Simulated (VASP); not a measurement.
# K (Pm-3m) in VASP: further runs

The runs below take K through single point, relaxation of cell and atoms, with r2SCAN+D4, PBEsol+D4.

Program: VASP 6.6.1. These are calculated values, not measurements. Logs are shortened: lines on timing, memory, paths and dates and some standing lists are left out, and cuts for length are marked.

## Step 1: The cell of the first run

It takes space group Pm-3m (No. 221, cubic). The conventional cell has a = 4.310 Å, b = 4.310 Å, c = 4.310 Å, α = 90.00°, β = 90.00°, γ = 90.00°. Within 5.7 Å of K (site symmetry m-3m) lie 6 K at 4.31 Å.

## Step 2: Single point, r2SCAN+D4

POSCAR reads:

```
K
1.0
    4.3104390000      0.0000000000      0.0000000000
    0.0000000000      4.3104390000      0.0000000000
    0.0000000000      0.0000000000      4.3104390000
K
1
Direct
    0.0000000000      0.0000000000      0.0000000000
```

INCAR.step1 reads:

```
PREC = Accurate ; ENCUT = 520
ISMEAR = 0 ; SIGMA = 0.01
LREAL = False ; LASPH = True
NELM = 80 ; NBANDS = 10
GGA = PE ; ALGO = Normal
EDIFF = 1E-4 ; LWAVE = True
LCHARG = False
```

INCAR.step2 reads:

```
PREC = Accurate ; ENCUT = 520
EDIFF = 1E-6 ; ISMEAR = 0
SIGMA = 0.01 ; LREAL = False
LASPH = True ; NELM = 80
ALGO = Normal ; ISIF = 2
LWAVE = False ; LCHARG = False
METAGGA = R2SCAN ; LMIXTAU = True
IVDW = 13 ; VDW_S6 = 1.0
VDW_S8 = 0.6018749 ; VDW_A1 = 0.51559235
VDW_A2 = 5.77342911 ; NBANDS = 10
ISTART = 1
```

KPOINTS reads:

```
Automatic mesh
0
Gamma
  5 5 5
```

Potentials or basis: VASP PAW PBE potentials, release 64 (K_sv).

On the command line:

```console
$ cat potpaw_PBE.64/K_sv/POTCAR > POTCAR
$ cp INCAR.step1 INCAR
$ mpirun -np 1 vasp_std > vasp.out
$ cp INCAR.step2 INCAR
$ mpirun -np 1 vasp_std > vasp.out
```

OUTCAR:

```text
PREC = Accurate
   ENCUT = 520
   EDIFF = 1E-6
   ISMEAR = 0
   LREAL = False
   LASPH = True
   NELM = 80
   ISIF = 2
   METAGGA = R2SCAN
   IVDW = 13
   ISTART = 1

 ion  position               nearest neighbor table
   1  0.000  0.000  0.000-

  LATTYP: Found a simple cubic cell.
 ALAT       =     4.3104390000

  Lattice vectors:

 A1 = (   4.3104390000,   0.0000000000,   0.0000000000)
 A2 = (   0.0000000000,   4.3104390000,   0.0000000000)
 A3 = (   0.0000000000,   0.0000000000,   4.3104390000)

Analysis of symmetry for initial positions (statically):
=====================================================================
 Subroutine PRICEL returns:
 Original cell was already a primitive cell.

 Routine SETGRP: Setting up the symmetry group for a
 simple cubic supercell.

 Subroutine GETGRP returns: Found 48 space group operations
 (whereof 48 operations were pure point group operations)
 out of a pool of 48 trial point group operations.

The static configuration has the point symmetry O_h .

Analysis of symmetry for dynamics (positions and initial velocities):
=====================================================================
 Subroutine PRICEL returns:
 Original cell was already a primitive cell.

 Routine SETGRP: Setting up the symmetry group for a
 simple cubic supercell.

 Subroutine GETGRP returns: Found 48 space group operations
 (whereof 48 operations were pure point group operations)
 out of a pool of 48 trial point group operations.

The dynamic configuration has the point symmetry O_h .

 Subroutine INISYM returns: Found 48 space group operations
 (whereof 48 operations are pure point group operations),
 and found     1 'primitive' translations

----------------------------------------------------------------------------------------

                                     Primitive cell

  volume of cell :      80.0875

  direct lattice vectors                    reciprocal lattice vectors
     4.310439000  0.000000000  0.000000000     0.231994931  0.000000000  0.000000000
     0.000000000  4.310439000  0.000000000     0.000000000  0.231994931  0.000000000
     0.000000000  0.000000000  4.310439000     0.000000000  0.000000000  0.231994931

  length of vectors
     4.310439000  4.310439000  4.310439000     0.231994931  0.231994931  0.231994931

  position of ions in fractional coordinates (direct lattice)
     0.000000000  0.000000000  0.000000000

  ion indices of the primitive-cell ions
   primitive index   ion index
                 1           1

----------------------------------------------------------------------------------------

 KPOINTS: Automatic mesh

Automatic generation of k-mesh.
 Grid dimensions read from file:
 generate k-points for:    5    5    5

 Generating k-lattice:

  Cartesian coordinates                     Fractional coordinates (reciprocal lattice)
     0.046398986  0.000000000  0.000000000     0.200000000  0.000000000  0.000000000
     0.000000000  0.046398986  0.000000000     0.000000000  0.200000000  0.000000000
     0.000000000  0.000000000  0.046398986     0.000000000  0.000000000  0.200000000

  Length of vectors
     0.046398986  0.046398986  0.046398986

  Shift w.r.t. Gamma in fractional coordinates (k-lattice)
     0.000000000  0.000000000  0.000000000

 Subroutine IBZKPT returns following result:
 ===========================================

 Found     10 irreducible k-points:

 Following reciprocal coordinates:
            Coordinates               Weight
  0.000000  0.000000  0.000000      1.000000
  0.200000  0.000000  0.000000      6.000000
  0.400000  0.000000  0.000000      6.000000
  0.200000  0.200000  0.000000     12.000000
  0.400000  0.200000  0.000000     24.000000
  0.400000  0.400000  0.000000     12.000000
  0.200000  0.200000  0.200000      8.000000
  0.400000  0.200000  0.200000     24.000000
  0.400000  0.400000  0.200000     24.000000
  0.400000  0.400000  0.400000      8.000000
   k-points           NKPTS =     10   k-points in BZ     NKDIM =     10   number of bands    NBANDS=     10
   number of dos      NEDOS =    301   number of ions     NIONS =      1
   total plane-waves  NPLWV =  32768
   dimension x,y,z NGX =    32 NGY =   32 NGZ =   32
   dimension x,y,z NGXF=    64 NGYF=   64 NGZF=   64
   ions per type =               1
   NGX,Y,Z   is equivalent  to a cutoff of  12.34, 12.34, 12.34 a.u.
   NGXF,Y,Z  is equivalent  to a cutoff of  24.68, 24.68, 24.68 a.u.
 SYSTEM =  unknown system
   PREC   = accura    normal or accurate (medium, high low for compatibility)
   ISTART =      1    job   : 0-new  1-cont  2-samecut
   ICHARG =      0    charge: 1-file 2-atom 10-const
   ISPIN  =      1    spin polarized calculation?
   LNONCOLLINEAR =      F non collinear calculations
   LSORBIT =      F    spin-orbit coupling
   LASPH  =      T    aspherical Exc in radial PAW
   ENCUT  =  520.0 eV  38.22 Ry    6.18 a.u.   8.01  8.01  8.01*2*pi/ulx,y,z
   NELM   =     80;   NELMIN=  2; NELMDL=  0     # of ELM steps
   EDIFF  = 0.1E-05   stopping-criterion for ELM
   LREAL  =      F    real-space projection
   EDIFFG = 0.1E-04   stopping-criterion for IOM
   NSW    =      0    number of steps for IOM
   IBRION =     -1    ionic relax: 0-MD 1-quasi-New 2-CG
   NFREE  =      0    steps in history (QN), initial steepest desc. (CG)
   ISIF   =      2    stress and relaxation
   ISYM   =      2    0-nonsym 1-usesym 2-fastsym
   POTIM  = 0.5000    time-step for ionic-motion
   TEBEG  =    0.0;   TEEND  =   0.0 temperature during run
   PSTRESS=    0.0 pullay stress
   NELECT =       9.0000    total number of electrons
   NUPDOWN=      -1.0000    fix difference up-down
   EMIN   =  10.00;   EMAX   =-10.00  energy-range for DOS
   EFERMI =   0.00;   METHOD = LEGACY
   ISMEAR =     0;   SIGMA  =   0.01  broadening in eV -4-tet -1-fermi 0-gaus
   EFERMI_NEDOS =   21; number of points for ismear=-14 and -15
   IALGO  =     38    algorithm
   IMIX   =      4    mixing-type and parameters
     AMIX     =   0.40;   BMIX     =  1.00
     AMIX_MAG =   1.60;   BMIX_MAG =  1.00
  volume/ion in A,a.u.               =      80.09       540.46
  Fermi-wavevector in a.u.,A,eV,Ry     =   0.790013  1.492908  8.491673  0.624120
  Thomas-Fermi vector in A             =   1.895270
   LORBIT       =      0    0 simple, 1 ext, 2 COOP (PROOUT), +10 PAW based schemes
   METAGGA = R2SCAN    functional components
   LHFCALC =     F    Hartree Fock is set to
   AEXX    =    0.0000 exact exchange contribution
   IVDW    =    13    specifies the selected vdW correction
   LEPSILON=     F    determine dielectric tensor
   LRPA    =     F    only Hartree local field effects (RPA)
 non-spin polarized calculation
 Gauss-broadening in eV      SIGMA  =   0.01
  energy-cutoff  :      520.00
  volume of cell :       80.09
 maximum number of plane-waves:      2188
   NGX = 17   NGY = 17   NGZ = 17

 number of electron       9.0000003 magnetization

 Free energy of the ion-electron system (eV)
  ---------------------------------------------------
  ext. energy  EPLUGINS =         0.00000000
  ---------------------------------------------------
  free energy    TOTEN  =        -5.88245181 eV

  energy without entropy =       -5.88162899  energy(sigma->0) =       -5.88204040

 E-fermi :  -0.2301     XC(G=0):  -5.6840

 val. band max:       -0.5518385789   @ k =   0.4000   0.2000   0.0000
 cond. band min:      -0.2248255864   @ k =   0.4000   0.2000   0.2000
 fundamental gap:      0.3270129925
 Fermi energy:        -0.2300694482

 k-point     1 :       0.0000    0.0000    0.0000
  band No.  band energies     occupation
      1     -34.1278      2.00000
      2     -16.7921      2.00000
      3     -16.7921      2.00000
      4     -16.7921      2.00000
      5      -2.3920      2.00000
      6       3.0022      0.00000
      7       3.0022      0.00000
      8       6.4444      0.00000
      9       6.4444      0.00000
     10       6.4444      0.00000

 k-point     2 :       0.2000    0.0000    0.0000
  band No.  band energies     occupation
      1     -34.1264      2.00000
      2     -16.8206      2.00000
      3     -16.7897      2.00000
      4     -16.7897      2.00000
      5      -2.0021      2.00000
      6       2.4408      0.00000
      7       3.1992      0.00000
      8       5.5289      0.00000
      9       5.5289      0.00000
     10       5.9568      0.00000

 k-point     3 :       0.4000    0.0000    0.0000
  band No.  band energies     occupation
      1     -34.1241      2.00000
      2     -16.8660      2.00000
      3     -16.7857      2.00000
      4     -16.7857      2.00000
      5      -0.8941      2.00000
      6       0.7585      0.00000
      7       3.5992      0.00000
      8       4.9502      0.00000
      9       4.9502      0.00000
     10       6.6272      0.00000

 k-point     4 :       0.2000    0.2000    0.0000
  band No.  band energies     occupation
      1     -34.1250      2.00000
      2     -16.8187      2.00000
      3     -16.8166      2.00000
      4     -16.7873      2.00000
      5      -1.6230      2.00000
      6       2.6120      0.00000
      7       2.8127      0.00000
      8       4.5956      0.00000
      9       5.4702      0.00000
     10       6.0117      0.00000

 k-point     5 :       0.4000    0.2000    0.0000
  band No.  band energies     occupation
      1     -34.1228      2.00000
      2     -16.8624      2.00000
      3     -16.8129      2.00000
      4     -16.7833      2.00000
      5      -0.5518      2.00000
      6       1.0701      0.00000
      7       3.3545      0.00000
      8       4.1356      0.00000
      9       5.0882      0.00000
     10       5.9917      0.00000

 k-point     6 :       0.4000    0.4000    0.0000
  band No.  band energies     occupation
      1     -34.1206      2.00000
      2     -16.8569      2.00000
      3     -16.8561      2.00000
      4     -16.7795      2.00000
      5       0.3522      0.00000
      6       1.7737      0.00000
      7       2.1488      0.00000
      8       3.3177      0.00000
      9       5.3159      0.00000
     10       5.4321      0.00000

 k-point     7 :       0.2000    0.2000    0.2000
  band No.  band energies     occupation
      1     -34.1236      2.00000
      2     -16.8167      2.00000
      3     -16.8138      2.00000
      4     -16.8138      2.00000
      5      -1.2556      2.00000
      6       2.8015      0.00000
      7       2.8015      0.00000
      8       4.0426      0.00000
      9       5.1275      0.00000
     10       5.1275      0.00000

 k-point     8 :       0.4000    0.2000    0.2000
  band No.  band energies     occupation
      1     -34.1214      2.00000
      2     -16.8589      2.00000
      3     -16.8110      2.00000
      4     -16.8093      2.00000
      5      -0.2248      0.45833
      6       1.3799      0.00000
      7       3.3163      0.00000
      8       4.1491      0.00000
      9       4.4572      0.00000
     10       5.2063      0.00000

 k-point     9 :       0.4000    0.4000    0.2000
  band No.  band energies     occupation
      1     -34.1192      2.00000
      2     -16.8535      2.00000
      3     -16.8528      2.00000
      4     -16.8057      2.00000
      5       0.6429      0.00000
      6       2.1151      0.00000
      7       2.2282      0.00000
      8       3.5536      0.00000
      9       4.6658      0.00000
     10       5.0068      0.00000

 k-point    10 :       0.4000    0.4000    0.4000
  band No.  band energies     occupation
      1     -34.1170      2.00000
      2     -16.8483      2.00000
      3     -16.8474      2.00000
      4     -16.8474      2.00000
      5       1.4055      0.00000
      6       2.3783      0.00000
      7       2.3783      0.00000
      8       3.9446      0.00000
      9       4.4604      0.00000
     10       4.4604      0.00000

------------------------ aborting loop because EDIFF is reached ----------------------------------------

  DFT-D4 for vdW energy calculation

  Edisp (eV):   -0.01938

  FORCE on cell =-STRESS in cart. coord.  units (eV):
  Direction    XX          YY          ZZ          XY          YZ          ZX
  --------------------------------------------------------------------------------------
  -------------------------------------------------------------------------------------
  Total      -0.02150    -0.02150    -0.02150     0.00000    -0.00000    -0.00000
  in kB      -0.43006    -0.43006    -0.43006     0.00000    -0.00000    -0.00000
  external pressure =       -0.43 kB  Pullay stress =        0.00 kB

 VOLUME and BASIS-vectors are now :
 -----------------------------------------------------------------------------
  energy-cutoff  :      520.00
  volume of cell :       80.09
      direct lattice vectors                 reciprocal lattice vectors
     4.310439000  0.000000000  0.000000000     0.231994931  0.000000000  0.000000000
     0.000000000  4.310439000  0.000000000     0.000000000  0.231994931  0.000000000
     0.000000000  0.000000000  4.310439000     0.000000000  0.000000000  0.231994931

 POSITION                                       TOTAL-FORCE (eV/Angst)
 -----------------------------------------------------------------------------------
      0.00000      0.00000      0.00000         0.000000      0.000000      0.000000
 -----------------------------------------------------------------------------------
    total drift:                                0.000000     -0.000000      0.000000

  FREE ENERGIE OF THE ION-ELECTRON SYSTEM (eV)
  ---------------------------------------------------
  free  energy   TOTEN  =        -5.9018327928 eV

  energy  without entropy=       -5.9010099751  energy(sigma->0) =       -5.90142138
```

It took 42 s on 1 thread of Intel Xeon 6975P-C, shared host; peak memory 0.18 GiB.

What came out:

```
Free energy                : -5.9018 eV
Pressure                   : 0.0 GPa
Dispersion energy per atom : -0.019 eV
```

Caveat: the PAW data sets were made with another functional, which shifts forces and pressure a little; pairwise dispersion overbinds metals, which lowers pressure and volume.

## Step 3: Single point, PBEsol+D4

INCAR reads:

```
PREC = Accurate
ENCUT = 520
EDIFF = 1E-7
ISMEAR = 0
SIGMA = 0.01
LREAL = F
LASPH = T
NELM = 100
ALGO = Normal
ISIF = 2
LWAVE = F
LCHARG = F
GGA = PS
IVDW = 13
NBANDS = 10
```

KPOINTS reads:

```
regular mesh
0
Gamma
  7 7 7
```

POSCAR is that of step 2.

Potentials or basis: VASP PAW PBE potentials, release 64 (K_sv).

On the command line:

```console
$ cat potpaw_PBE.64/K_sv/POTCAR > POTCAR
$ mpirun -np 1 vasp_std > vasp.out
```

It used 10 s of CPU time on 1 thread of Intel Xeon 6975P-C (shared host).

Results (log left out):

```yaml
Free_energy: -1.0636 eV
Pressure: -0.2 GPa
Dispersion_energy_per_atom: -0.036 eV
```

Levels at points of the mesh, in eV from the Fermi level:
| k point | band 3 | band 4 | band 5 | band 6 | band 7 | band 8 |
| --- | --- | --- | --- | --- | --- | --- |
| (0.00, 0.00, 0.00) | -15.72 | -15.72 | -2.07 | 2.87 | 2.87 | 6.15 |

Caveat: the PAW data sets were made with another functional, which shifts forces and pressure a little; pairwise dispersion overbinds metals, which lowers pressure and volume.

## Step 4: Relaxation of cell and atoms, r2SCAN+D4

POSCAR is that of step 3.

INCAR.step1 reads:

```
SYSTEM = K
  ALGO = Normal
  EDIFF = 1E-4
  ENCUT = 600
  GGA = PE
  ISMEAR = 0
  LASPH = .True.
  LCHARG = .False.
  LREAL = .False.
  LWAVE = .True.
  NELM = 80
  PREC = Accurate
  SIGMA = 0.01
```

INCAR.step2 reads:

```
SYSTEM = K
  ALGO = Normal
  EDIFF = 1E-7
  EDIFFG = -0.02
  ENCUT = 600
  IBRION = 2
  ISIF = 3
  ISMEAR = 0
  ISTART = 1
  IVDW = 13
  LASPH = .True.
  LCHARG = .False.
  LMIXTAU = .True.
  LREAL = .False.
  LWAVE = .False.
  METAGGA = R2SCAN
  NELM = 80
  NSW = 60
  PREC = Accurate
  SIGMA = 0.01
  VDW_A1 = 0.51559235
  VDW_A2 = 5.77342911
  VDW_S6 = 1.0
  VDW_S8 = 0.6018749
```

KPOINTS reads:

```
k-points
0
Gamma
  5 5 5
  0 0 0
```

On the command line:

```console
$ cat potpaw_PBE.64/K_sv/POTCAR > POTCAR
$ cp INCAR.step1 INCAR
$ mpirun -np 1 vasp_std > vasp.out
$ cp INCAR.step2 INCAR
$ mpirun -np 1 vasp_std > vasp.out
```

Run time: 49 s. Hardware: 1 thread of Intel Xeon 6975P-C, shared host; peak memory 0.21 GiB.

It converged, with:

- Free energy: -5.9029 eV
- Pressure after relaxing: 0.0 GPa
- Dispersion energy per atom: -0.019 eV

Final structure:
```
K
1.0
     4.31044    0.00000    0.00000
     0.00000    4.31044    0.00000
     0.00000    0.00000    4.31044
K
1
Direct
  0.00000 0.00000 0.00000
```

Levels at points of the mesh, in eV from the Fermi level:
```
           k point  band 1  band 2  band 3  band 4  band 5  band 6  band 7  band 8
(0.00, 0.00, 0.00)  -33.90  -16.56  -16.56  -16.56   -2.16    3.23    3.23    6.68
```

Caveat: the relaxation stopped at its first step, so nothing moved; the PAW data sets were made with another functional, which shifts forces and pressure a little; pairwise dispersion overbinds metals, which lowers pressure and volume.

## Step 5: Summary

```csv
task,level,cell,k mesh,cutoff (eV),gap on the mesh (eV),pressure (GPa)
single point,r2SCAN+D4,as given,5 × 5 × 5,520,none,0.0
single point,PBEsol+D4,as given,7 × 7 × 7,520,none,-0.2
relaxation of cell and atoms,r2SCAN+D4,relaxed,5 × 5 × 5,600,none,0.0
```

Alike in all rows: potentials or basis VASP PAW PBE potentials, release 64 (K_sv); no spin polarisation; smearing gaussian 0.01 eV.

Caveats: the PAW data sets were made with another functional, which shifts forces and pressure a little; pairwise dispersion overbinds metals, which lowers pressure and volume; the relaxation stopped at its first step, so nothing moved (some runs).

Absolute energies hang on the potentials; compare differences alone.
